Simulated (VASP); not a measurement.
# Fe (P6_3/mmc) in VASP: further runs

Runs on Fe. Level: PBEsol. Tasks: single point.

Program: VASP 6.6.1. These are calculated values, not measurements. Logs are shortened: lines on timing, memory, paths and dates and some standing lists are left out, and cuts for length are marked.

## Step 1: The cell of the first run

The structure is hexagonal, space group P6_3/mmc (No. 194). The conventional cell has a = 2.468 Å, b = 2.468 Å, c = 3.739 Å, α = 90.00°, β = 90.00°, γ = 120.00°. Fe (site symmetry -6m2) has 12 Fe at 2.35 to 2.47 Å within 3.1 Å.

## Step 2: Single point, PBEsol

INCAR

```
PREC = Accurate ; ENCUT = 520
EDIFF = 1E-6 ; ISMEAR = 0
SIGMA = 0.15 ; LREAL = False
LASPH = True ; NELM = 60
ALGO = Fast ; ISIF = 2
LWAVE = False ; LCHARG = False
GGA = PS ; NBANDS = 15
```

KPOINTS

```
Automatic mesh
0
Gamma
  24 24 14
```

POSCAR

```
Fe
1.0
    2.4675063538      0.0000000000      0.0000000000
   -1.2337531769      2.1369231864      0.0000000000
    0.0000000000      0.0000000000      3.7387874400
Fe
2
Direct
    0.3333333333      0.6666666667      0.2500000000
    0.6666666667      0.3333333333      0.7500000000
```

Potentials or basis: VASP PAW PBE potentials, release 64 (Fe).

Launch:

```bash
$ cat potpaw_PBE.64/Fe/POTCAR > POTCAR
$ mpirun -np 1 vasp_std > vasp.out
```

OUTCAR:

```text
PREC = Accurate
   ENCUT = 520
   EDIFF = 1E-6
   ISMEAR = 0
   LREAL = False
   LASPH = True
   NELM = 60
   ISIF = 2
   GGA = PS

 ion  position               nearest neighbor table
   1  0.333  0.667  0.250-   2 2.35   2 2.35   2 2.35   2 2.35   2 2.35   2 2.35
   2  0.667  0.333  0.750-   1 2.35   1 2.35   1 2.35   1 2.35   1 2.35   1 2.35

  LATTYP: Found a hexagonal cell.
 ALAT       =     2.4675063538
 C/A-ratio  =     1.5152088400

  Lattice vectors:

 A1 = (   2.4675063538,   0.0000000000,   0.0000000000)
 A2 = (  -1.2337531769,   2.1369231864,   0.0000000000)
 A3 = (   0.0000000000,   0.0000000000,   3.7387874400)

Analysis of symmetry for initial positions (statically):
=====================================================================
 Subroutine PRICEL returns:
 Original cell was already a primitive cell.

 Routine SETGRP: Setting up the symmetry group for a
 hexagonal supercell.

 Subroutine GETGRP returns: Found 24 space group operations
 (whereof 12 operations were pure point group operations)
 out of a pool of 24 trial point group operations.

The static configuration has the point symmetry D_3d.
 The point group associated with its full space group is D_6h.

Analysis of symmetry for dynamics (positions and initial velocities):
=====================================================================
 Subroutine PRICEL returns:
 Original cell was already a primitive cell.

 Routine SETGRP: Setting up the symmetry group for a
 hexagonal supercell.

 Subroutine GETGRP returns: Found 24 space group operations
 (whereof 12 operations were pure point group operations)
 out of a pool of 24 trial point group operations.

The dynamic configuration has the point symmetry D_3d.
 The point group associated with its full space group is D_6h.

 Subroutine INISYM returns: Found 24 space group operations
 (whereof 12 operations are pure point group operations),
 and found     1 'primitive' translations

----------------------------------------------------------------------------------------

                                     Primitive cell

  volume of cell :      19.7141

  direct lattice vectors                    reciprocal lattice vectors
     2.467506354  0.000000000  0.000000000     0.405267447  0.233981270  0.000000000
    -1.233753177  2.136923186  0.000000000     0.000000000  0.467962539  0.000000000
     0.000000000  0.000000000  3.738787440     0.000000000  0.000000000  0.267466395

[... 93 lines left out ...]
   PSTRESS=    0.0 pullay stress
   NELECT =      16.0000    total number of electrons
   NUPDOWN=      -1.0000    fix difference up-down
   EMIN   =  10.00;   EMAX   =-10.00  energy-range for DOS
   EFERMI =   0.00;   METHOD = LEGACY
   ISMEAR =     0;   SIGMA  =   0.15  broadening in eV -4-tet -1-fermi 0-gaus
   EFERMI_NEDOS =   21; number of points for ismear=-14 and -15
   IALGO  =     68    algorithm
   IMIX   =      4    mixing-type and parameters
     AMIX     =   0.40;   BMIX     =  1.00
     AMIX_MAG =   1.60;   BMIX_MAG =  1.00
  volume/ion in A,a.u.               =       9.86        66.52
  Fermi-wavevector in a.u.,A,eV,Ry     =   1.527058  2.885721 31.727505  2.331906
  Thomas-Fermi vector in A             =   2.635006
   LORBIT       =      0    0 simple, 1 ext, 2 COOP (PROOUT), +10 PAW based schemes
   GGA     = PS    functional components
   LHFCALC =     F    Hartree Fock is set to
   AEXX    =    0.0000 exact exchange contribution
   IVDW    =     0    specifies the selected vdW correction
   LEPSILON=     F    determine dielectric tensor
   LRPA    =     F    only Hartree local field effects (RPA)
 non-spin polarized calculation
 RMM-DIIS sequential band-by-band and
 Gauss-broadening in eV      SIGMA  =   0.15
  energy-cutoff  :      520.00
  volume of cell :       19.71
 maximum number of plane-waves:       546
   NGX =  9   NGY =  9   NGZ = 13

 number of electron      16.0000003 magnetization

 Free energy of the ion-electron system (eV)
  ---------------------------------------------------
  ext. energy  EPLUGINS =         0.00000000
  ---------------------------------------------------
  free energy    TOTEN  =       -17.85019604 eV

  energy without entropy =      -17.82359344  energy(sigma->0) =      -17.83689474

 E-fermi :   7.1311     XC(G=0): -14.1447

 val. band max:        7.1304590557   @ k =   0.1250   0.1250   0.2857
 cond. band min:       7.1336102978   @ k =   0.2500   0.0833   0.1429
 fundamental gap:      0.0031512421
 Fermi energy:         7.1310832573

 k-point     1 :       0.0000    0.0000    0.0000
  band No.  band energies     occupation
      1      -2.0210      2.00000
      2       1.9585      2.00000
      3       5.3492      2.00000
      4       5.3492      2.00000
      5       5.8018      2.00000
      6       5.9170      2.00000
      7       5.9170      2.00000
      8       6.0271      2.00000
      9       6.0271      2.00000
     10       7.8899      0.00000
     11       7.8899      0.00000
     12       8.2325      0.00000
     13      16.8547      0.00000
     14      28.7289      0.00000
[... 401 lines left out ...]
      2       2.4998      2.00000
      3       2.8271      2.00000
      4       4.7441      2.00000
      5       4.8523      2.00000
      6       5.6891      2.00000
      7       6.1779      2.00000
      8       7.8511      0.00000
      9       8.1020      0.00000
     10       8.3655      0.00000
     11       9.7605      0.00000
     12      12.1818      0.00000
     13      19.0117      0.00000
     14      19.6710      0.00000
     15      22.0041      0.00000

 [... further k-points ...]

------------------------ aborting loop because EDIFF is reached ----------------------------------------

  FORCE on cell =-STRESS in cart. coord.  units (eV):
  Direction    XX          YY          ZZ          XY          YZ          ZX
  --------------------------------------------------------------------------------------
  -------------------------------------------------------------------------------------
  Total       -0.8777633     -0.8777633      1.5062815     -0.0000000      0.0000000      0.0000000
  in kB      -71.3362106    -71.3362106    122.4161609     -0.0000000      0.0000000      0.0000000
  external PRESSURE =      -6.7520868 kB  Pullay stress =       0.0000000 kB

 VOLUME and BASIS-vectors are now :
 -----------------------------------------------------------------------------
  energy-cutoff  :      520.00
  volume of cell :       19.71
      direct lattice vectors                 reciprocal lattice vectors
     2.467506354  0.000000000  0.000000000     0.405267447  0.233981270  0.000000000
    -1.233753177  2.136923186  0.000000000     0.000000000  0.467962539  0.000000000
     0.000000000  0.000000000  3.738787440     0.000000000  0.000000000  0.267466395

 POSITION                                       TOTAL-FORCE (eV/Angst)
 -----------------------------------------------------------------------------------
     -0.00000      1.42462      0.93470         0.000000     -0.000000      0.000000
      1.23375      0.71231      2.80409        -0.000000      0.000000      0.000000
 -----------------------------------------------------------------------------------
    total drift:                                0.000000      0.000000     -0.000000

  FREE ENERGIE OF THE ION-ELECTRON SYSTEM (eV)
  ---------------------------------------------------
  free  energy   TOTEN  =       -17.8501960399 eV

  energy  without entropy=      -17.8235934428  energy(sigma->0) =      -17.83689474
```

OSZICAR:

```text
N       E                     dE             d eps       ncg     rms          rms(c)
DAV:   1     0.746708355555E+02    0.74671E+02   -0.72355E+03 14912   0.144E+03
DAV:   2    -0.193030928904E+02   -0.93974E+02   -0.83880E+02 14640   0.245E+02
DAV:   3    -0.213111458677E+02   -0.20081E+01   -0.19333E+01 17601   0.519E+01
DAV:   4    -0.213234234618E+02   -0.12278E-01   -0.12276E-01 17405   0.347E+00
DAV:   5    -0.213235778065E+02   -0.15434E-03   -0.15434E-03 17874   0.385E-01    0.190E+01
RMM:   6    -0.180150874443E+02    0.33085E+01   -0.12742E+01 16073   0.533E+01    0.269E+00
RMM:   7    -0.178877907595E+02    0.12730E+00   -0.10143E+00 16162   0.170E+01    0.154E+00
RMM:   8    -0.178642812168E+02    0.23510E-01   -0.13187E-01 16859   0.258E+00    0.407E-01
RMM:   9    -0.178519429513E+02    0.12338E-01   -0.28096E-02 16191   0.286E+00    0.417E-01
RMM:  10    -0.178502469103E+02    0.16960E-02   -0.88180E-03 16878   0.831E-01    0.128E-01
RMM:  11    -0.178501645982E+02    0.82312E-04   -0.16199E-03 16743   0.628E-01    0.188E-02
RMM:  12    -0.178502013926E+02   -0.36794E-04   -0.35342E-04 16670   0.144E-01    0.279E-02
RMM:  13    -0.178501943208E+02    0.70718E-05   -0.66239E-05 16470   0.131E-01    0.575E-03
RMM:  14    -0.178501953469E+02   -0.10261E-05   -0.11003E-05 14270   0.309E-02    0.254E-03
RMM:  15    -0.178501960399E+02   -0.69301E-06   -0.14363E-06  9351   0.112E-02
   1 F= -.17850196E+02 E0= -.17836895E+02  d E =-.266026E-01
```

It took 70 s on 1 thread of AMD EPYC 9R45 (Zen 5), shared host; peak memory 0.2 GiB.

Results:

```
Free energy            : -17.8502 eV
Pressure               : -0.7 GPa
Band gap on the k mesh : zero (band 8 reaches 7.99 eV, above the bottom of band 9 at 6.00 eV)
```

Caveat: the PAW data sets were made with another functional, which shifts forces and pressure a little; the run has no spin polarisation, though such a crystal can be magnetic. Spin polarisation is off, so any magnetic state and its effect on volume and gap are missing.

## Step 3: Single point, PBEsol

This run uses another cell than the first one, of the same volume but with other edges.

INCAR

```
ALGO = Fast
EDIFF = 1E-7
ENCUT = 520
GGA = PS
ISIF = 2
ISMEAR = 0
LASPH = T
LCHARG = F
LREAL = F
LWAVE = F
NBANDS = 15
NELM = 80
PREC = Accurate
SIGMA = 0.15
```

KPOINTS

```
k-points
0
Gamma
  24 24 14
```

POSCAR

```
Fe
1.0
    2.3948901125      0.0000000000      0.0000000000
   -1.1974450563      2.0740356767      0.0000000000
    0.0000000000      0.0000000000      3.9689547945
Fe
2
Direct
    0.3333333333      0.6666666667      0.2500000000
    0.6666666667      0.3333333333      0.7500000000
```

Potentials or basis: VASP PAW PBE potentials, release 64 (Fe).

Launch:

```bash
$ cat potpaw_PBE.64/Fe/POTCAR > POTCAR
$ mpirun -np 1 vasp_std > vasp.out
```

OUTCAR:

```text
EDIFF = 1E-7
   ENCUT = 520
   GGA = PS
   ISIF = 2
   ISMEAR = 0
   LASPH = T
   LREAL = F
   NELM = 80
   PREC = Accurate

 ion  position               nearest neighbor table
   1  0.333  0.667  0.250-   2 2.42   2 2.42   2 2.42   2 2.42   2 2.42   2 2.42
   2  0.667  0.333  0.750-   1 2.42   1 2.42   1 2.42   1 2.42   1 2.42   1 2.42

  LATTYP: Found a hexagonal cell.
 ALAT       =     2.3948901125
 C/A-ratio  =     1.6572596687

  Lattice vectors:

 A1 = (   2.3948901125,   0.0000000000,   0.0000000000)
 A2 = (  -1.1974450563,   2.0740356767,   0.0000000000)
 A3 = (   0.0000000000,   0.0000000000,   3.9689547945)

Analysis of symmetry for initial positions (statically):
=====================================================================
 Subroutine PRICEL returns:
 Original cell was already a primitive cell.

 Routine SETGRP: Setting up the symmetry group for a
 hexagonal supercell.

 Subroutine GETGRP returns: Found 24 space group operations
 (whereof 12 operations were pure point group operations)
 out of a pool of 24 trial point group operations.

[... 177 lines left out ...]
      3       5.2018      2.00000
      4       5.4155      2.00000
      5       5.4155      2.00000
      6       5.8306      2.00000
      7       5.8306      2.00000
      8       6.4748      2.00000
      9       6.4748      2.00000
     10       7.0456      1.53003
     11       7.8752      0.00000
     12       7.8752      0.00000
     13      15.5318      0.00000
     14      29.9309      0.00000
[... 401 lines left out ...]
      2       2.5485      2.00000
      3       2.7270      2.00000
      4       5.1137      2.00000
      5       5.2933      2.00000
      6       5.3398      2.00000
      7       5.8285      2.00000
      8       8.1322      0.00000
      9       8.1383      0.00000
     10       8.2742      0.00000
     11       9.9522      0.00000
     12      12.4892      0.00000
     13      18.2466      0.00000
     14      19.1972      0.00000
     15      21.6450      0.00000

 [... further k-points ...]

------------------------ aborting loop because EDIFF is reached ----------------------------------------

  FORCE on cell =-STRESS in cart. coord.  units (eV):
  Direction    XX          YY          ZZ          XY          YZ          ZX
  --------------------------------------------------------------------------------------
  -------------------------------------------------------------------------------------
  Total        0.7664012      0.7664012     -2.0286966     -0.0000000      0.0000000      0.0000000
  in kB       62.2857619     62.2857619   -164.8730645     -0.0000000      0.0000000      0.0000000
  external PRESSURE =     -13.4338469 kB  Pullay stress =       0.0000000 kB

 VOLUME and BASIS-vectors are now :
 -----------------------------------------------------------------------------
  energy-cutoff  :      520.00
  volume of cell :       19.71
      direct lattice vectors                 reciprocal lattice vectors
     2.394890113  0.000000000  0.000000000     0.417555693  0.241075892  0.000000000
    -1.197445056  2.074035677  0.000000000     0.000000000  0.482151783  0.000000000
     0.000000000  0.000000000  3.968954795     0.000000000  0.000000000  0.251955503

 POSITION                                       TOTAL-FORCE (eV/Angst)
 -----------------------------------------------------------------------------------
     -0.00000      1.38269      0.99224        -0.000000     -0.000000      0.000000
      1.19745      0.69135      2.97672         0.000000      0.000000      0.000000
 -----------------------------------------------------------------------------------
    total drift:                                0.000000     -0.000000     -0.000000

  FREE ENERGIE OF THE ION-ELECTRON SYSTEM (eV)
  ---------------------------------------------------
  free  energy   TOTEN  =       -17.8400690441 eV

  energy  without entropy=      -17.8119524253  energy(sigma->0) =      -17.82601073
```

OSZICAR:

```text
N       E                     dE             d eps       ncg     rms          rms(c)
DAV:   1     0.731995120676E+02    0.73200E+02   -0.72041E+03 15008   0.143E+03
DAV:   2    -0.193754823454E+02   -0.92575E+02   -0.82663E+02 14640   0.243E+02
DAV:   3    -0.213249296211E+02   -0.19494E+01   -0.18759E+01 17706   0.511E+01
DAV:   4    -0.213365859267E+02   -0.11656E-01   -0.11655E-01 17524   0.338E+00
DAV:   5    -0.213367336220E+02   -0.14770E-03   -0.14769E-03 18021   0.376E-01    0.191E+01
RMM:   6    -0.180044207120E+02    0.33323E+01   -0.12681E+01 16037   0.530E+01    0.270E+00
RMM:   7    -0.178778526643E+02    0.12657E+00   -0.10090E+00 16197   0.169E+01    0.153E+00
RMM:   8    -0.178544131295E+02    0.23440E-01   -0.13073E-01 16834   0.256E+00    0.405E-01
RMM:   9    -0.178418828491E+02    0.12530E-01   -0.26908E-02 16283   0.278E+00    0.408E-01
RMM:  10    -0.178401182185E+02    0.17646E-02   -0.82394E-03 16922   0.779E-01    0.124E-01
RMM:  11    -0.178400404570E+02    0.77761E-04   -0.15180E-03 16691   0.607E-01    0.183E-02
RMM:  12    -0.178400701920E+02   -0.29735E-04   -0.31708E-04 16696   0.135E-01    0.217E-02
RMM:  13    -0.178400675310E+02    0.26610E-05   -0.48343E-05 16687   0.109E-01    0.602E-03
RMM:  14    -0.178400682902E+02   -0.75920E-06   -0.90484E-06 16615   0.301E-02    0.203E-03
RMM:  15    -0.178400690467E+02   -0.75653E-06   -0.15831E-06 15951   0.122E-02    0.298E-03
RMM:  16    -0.178400690441E+02    0.26455E-08   -0.36274E-07 11777   0.683E-03
   1 F= -.17840069E+02 E0= -.17826011E+02  d E =-.281166E-01
```

stdout:

```text
POSCAR found type information on POSCAR Fe
 POSCAR found :  1 types and       2 ions
 scaLAPACK will be used
 -----------------------------------------------------------------------------
|                                                                             |
|                                                                             |
|     You enforced a specific xc type in the INCAR file but a different       |
|     I HOPE YOU KNOW WHAT YOU ARE DOING!                                     |
|                                                                             |
 -----------------------------------------------------------------------------

 LDA part: xc-table for (Slater+PW92), standard interpolation
 POSCAR, INCAR and KPOINTS ok, starting setup
 FFT: planning ... GRIDC
 FFT: planning ... GRID_SOFT
 FFT: planning ... GRID
 WAVECAR not read
 entering main loop
WARNING in EDDRMM: call to ZHEGV failed, returncode =   6  3     15
WARNING in EDDRMM: call to ZHEGV failed, returncode =   8  4     15
WARNING in EDDRMM: call to ZHEGV failed, returncode =   6  3     14
```

Run time: 72 s. Hardware: 1 thread of AMD EPYC 9R45 (Zen 5), shared host; peak memory 0.2 GiB.

What came out:

| Quantity | Value |
| --- | --- |
| Free energy | -17.8401 eV |
| Pressure | -1.3 GPa |
| Band gap on the k mesh | zero (band 8 reaches 8.20 eV, above the bottom of band 9 at 6.20 eV) |

Levels at points of the mesh, in eV from the Fermi level:
```tsv
k point	band 4	band 5	band 6	band 7	band 8	band 9	band 10	band 11	band 12	band 13
(0.00, 0.00, 0.00)	-1.71	-1.71	-1.29	-1.29	-0.65	-0.65	-0.08	0.75	0.75	8.41
(0.50, 0.00, 0.00)	-1.94	-1.81	-1.79	-1.29	1.03	1.03	1.22	2.88	5.15	11.17
(0.00, 0.00, 0.50)	-2.39	-1.76	-1.76	-1.76	-1.76	0.34	0.34	0.34	0.34	16.38
(0.50, 0.00, 0.50)	-3.44	-0.56	-0.56	0.15	0.15	1.14	1.14	2.59	2.59	9.66
```

Caveat: the PAW data sets were made with another functional, which shifts forces and pressure a little; the run has no spin polarisation, though such a crystal can be magnetic.

(Continued in part 2 of 2.)
